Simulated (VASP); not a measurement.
Runs of VASP 6.6.1 on O. The structure is that of space group P6_3/mmc (No. 194), or close to it. The cells are those of the table. 

```csv
task,cell,gap on the mesh (eV),pressure (GPa),largest force (eV/Å)
electric field gradients,"a = 2.578, b = 2.578, c = 6.619 Å, angles 90.0, 90.0, 120.0°, 4 atoms",none,13.1,3.82
single point,"a = 2.509, b = 2.509, c = 6.441 Å, angles 90.0, 90.0, 120.0°, 4 atoms",none,30.7,7.37
single point,"a = 2.570, b = 2.570, c = 6.597 Å, angles 90.0, 90.0, 120.0°, 4 atoms",none,15.0,(b)
single point,"a = 2.561, b = 2.561, c = 6.707 Å, angles 90.0, 90.0, 120.0°, 4 atoms",none,(a),2.28
electric field gradients,"a = 2.552, b = 2.552, c = 6.553 Å, angles 90.0, 90.0, 120.0°, 4 atoms",none,18.9,5.04
```

Alike in all rows: level PBEsol; potentials or basis VASP PAW PBE potentials, release 64 (O); no spin polarisation; k mesh 13 × 13 × 5; cutoff (eV) 520; smearing fermi-dirac 0.03 eV.

Question: Estimate the missing entries.

Answer: (a) 8.1; (b) 4.22.

Caveats: the standard files for N, O and F lose accuracy on very short bonds; spin is off for a triplet molecule; the PAW data sets were made with another functional, which shifts forces and pressure a little.

A gap of «none» marks levels without a gap at the run's occupations.
